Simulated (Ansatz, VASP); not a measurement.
## One calculation of BN, two programs

```
N B
1.0
     0.00000    1.81300    1.81300
     1.81300    0.00000    1.81300
     1.81300    1.81300    0.00000
N B
1 1
Direct
  0.25000 0.25000 0.25000
  0.00000 0.00000 0.00000
```

Alike in both runs: task single point; functional PBE; k mesh 13 × 13 × 13; occupations gaussian, width 0.023 eV; no spin polarisation.

|  | VASP | Ansatz |
| --- | --- | --- |
| version | VASP 6.6.1 | Ansatz 0.2.0 |
| potentials or method | VASP PAW PBE potentials, release 64 (N, B), cutoff 520 eV | all-electron LAPW, scalar-relativistic |

Ansatz gave:

* gap on the k mesh at the Fermi level (eV): 4.53
* least direct gap on the mesh (eV): 8.78
* pressure (GPa): -0.4

**Question.** Which values does VASP return?

**Answer.** gap on the k mesh at the Fermi level (eV): 4.52; least direct gap on the mesh (eV): 8.78; pressure (GPa): -0.2.

Ansatz ran all-electron here, and VASP with PAW potentials.
